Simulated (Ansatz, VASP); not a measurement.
**Li in VASP and in Ansatz**

File INCAR:

```
  ALGO = Normal
  EDIFF = 1E-7
  EDIFFG = -0.015
  ENCUT = 750
  GGA = PE
  GGA_COMPAT = F
  IBRION = 2
  ISIF = 3
  ISMEAR = 0
  IVDW = 12
  LASPH = T
  LCHARG = F
  LREAL = F
  LWAVE = F
  NELM = 120
  NELMIN = 4
  NSW = 80
  PREC = Accurate
  SIGMA = 0.1
```

KPOINTS

```
k-points
0
Gamma
  8 6 6
```

POSCAR

```
Li
1.0
    0.0000000000      0.0000000000     -4.8532487177
   -4.4215098630     -2.5527599097      0.0000000000
   -0.0000000001      5.1055198193      0.0000000000
Li
6
Direct
    0.7500000000      0.6666666667      0.6666666667
    0.7500000000      1.0000000000      0.3333333333
    0.7500000000      0.3333333333      1.0000000000
    0.2500000000      0.3333333333      0.3333333333
    0.2500000000      0.6666666667      1.0000000000
    0.2500000000      1.0000000000      0.6666666667
```

Input for Ansatz:

```yaml
crystal:
  lattice:
    - [0.0, 0.0, -4.8532487177]
    - [-4.421509863, -2.5527599097, 0.0]
    - [-1.0e-10, 5.1055198193, 0.0]
  atoms:
    - { symbol: Li, position: [0.75, 0.6666666667, 0.6666666667] }
    - { symbol: Li, position: [0.75, 1.0, 0.3333333333] }
    - { symbol: Li, position: [0.75, 0.3333333333, 1.0] }
    - { symbol: Li, position: [0.25, 0.3333333333, 0.3333333333] }
    - { symbol: Li, position: [0.25, 0.6666666667, 1.0] }
    - { symbol: Li, position: [0.25, 1.0, 0.6666666667] }
basis:
  ecutwfc: 420
kpoints:
  mp_grid: { grid: [8, 6, 6] }
hamiltonian:
  xc: pbe
  dispersion: d3bj
scf:
  occupations: { method: gaussian, width: 0.1 }
output:
  forces: true
  stress: true
  eigenvalues: true
relax:
  adjacent_minimum: "off"
  f_tol: 0.015
  max_steps: 60
  cell: { stress_tol: 0.15 }
```

Alike in both runs: task relaxation of cell and atoms; functional PBE; dispersion D3(BJ); k mesh 8 × 6 × 6; occupations gaussian, width 0.1 eV; no spin polarisation.

|  | VASP | Ansatz |
| --- | --- | --- |
| version | VASP 6.6.1 | Ansatz 0.2.0 |
| potentials or method | VASP PAW PBE potentials, release 64 (Li_sv), cutoff 750 eV | scalar-relativistic, plane waves, PAW |
| valence electrons in the cell | 18 | 18 |

|  | VASP | Ansatz | Ansatz less VASP |
| --- | --- | --- | --- |
| gap on the k mesh at the Fermi level, each at its own relaxed structure (eV) | none | none | - |
| relaxed volume (Å³/atom) | 18.22 | 18.26 | +0.038 |
| relaxed length of the cell vector where the two differ most in proportion (Å) | 4.849 | 4.853 | +0.0041 |

A gap of «none» marks a metal or a gap that the smearing closes.
